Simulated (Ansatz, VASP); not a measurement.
# One calculation of MgNb2O4, two programs

```xyz
14
Lattice="10.6000 0.0000 0.0000 0.0000 2.9500 0.0000 0.0000 0.0000 5.1100" Properties=species:S:1:pos:R:3 pbc="T T T"
Mg    5.3000    0.0000    0.0000
Mg    0.0000    0.0000    0.0000
Nb    2.6500    1.4750    0.8534
Nb    2.6500    0.0000    3.4084
Nb    7.9500    0.0000    1.7016
Nb    7.9500    1.4750    4.2566
O     3.9432    0.0000    1.7016
O     1.3568    0.0000    1.7016
O     1.3568    1.4750    4.2566
O     3.9432    1.4750    4.2566
O     6.6568    1.4750    0.8534
O     9.2432    1.4750    0.8534
O     6.6568    0.0000    3.4084
O     9.2432    0.0000    3.4084
```

Alike in both runs: task relaxation of cell and atoms; functional PBE; k mesh 1 × 4 × 3; occupations gaussian, width 0.15 eV; no spin polarisation.

|  | VASP | Ansatz |
| --- | --- | --- |
| version | VASP 6.6.1 | Ansatz 0.2.0 |
| potentials or method | VASP PAW PBE potentials, release 64 (Mg, Nb_sv, O), cutoff 600 eV | scalar-relativistic, plane waves, PAW |
| valence electrons in the cell | 104 | 120 |

```tsv
	VASP	Ansatz	Ansatz less VASP
gap on the k mesh at the Fermi level, each at its own relaxed structure (eV)	1.28	1.28	-0.005
relaxed volume (Å³/atom)	11.25	11.34	+0.089
relaxed cell length with the largest relative difference (Å)	10.662	10.696	+0.0337
```

VASP's potentials hold 104 valence electrons a cell and Ansatz's 120, so a difference there can come from the potentials and not from the codes.

The k mesh is coarse, so the values compare programs but aren't converged.
